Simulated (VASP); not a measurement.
Wanted: the native input for a VASP 6.6.1 run.

```
Task                   : single point
Functional             : PBE
Potentials or basis    : VASP PAW PBE potentials, release 64 (Cd, Se)
Cutoff                 : 500 eV
k mesh                 : 8 × 8 × 8
Occupations            : fermi-dirac, width 0.02 eV
Spin                   : no spin polarisation
Dipole correction      : no
Further INCAR settings : ALGO = Normal; EDIFF = 1e-06; NBANDS = 16
```

The structure of CdSe lies in POSCAR:

```
CdSe
1.0
    0.0832633236      3.0850869979      3.0850869979
    3.0850869979      0.0832633236      3.0850869979
    3.0850869979      3.0850869979      0.0832633236
Cd Se
1 1
Direct
    0.0029777954      0.0029777954      0.0029777954
    0.2470222046      0.2470222046      0.2470222046
```

This cell differs from its parent crystal: epitaxial 111 strain -2.1%.

These files were run (other wordings do the same):

INCAR

```
  PREC = Accurate
  ENCUT = 500
  EDIFF = 1E-6
  ISMEAR = -1
  SIGMA = 0.02
  LREAL = False
  LASPH = True
  NELM = 120
  ALGO = Normal
  ISIF = 2
  LWAVE = False
  LCHARG = True
  GGA = PE
  LELF = True
  LVHAR = True
  NBANDS = 16
  GGA_COMPAT = False
```

KPOINTS

```
Automatic mesh
0
Gamma
  8 8 8
```

Potentials or basis: VASP PAW PBE potentials, release 64 (Cd, Se).

The run is started by

```console
$ cat potpaw_PBE.64/Cd/POTCAR potpaw_PBE.64/Se/POTCAR > POTCAR
$ mpirun -np 1 vasp_std > vasp.out
```

It gave:

| Quantity | Value |
| --- | --- |
| Pressure | 3.0 GPa |
| Band gap on the k mesh | 0.52 eV |

Caveat: the cell differs from its parent crystal (epitaxial 111 strain -2.1%).

Run time: 70 s on 1 thread of Intel Xeon 8259CL, with other jobs on the host, peak memory 0.21 GiB.
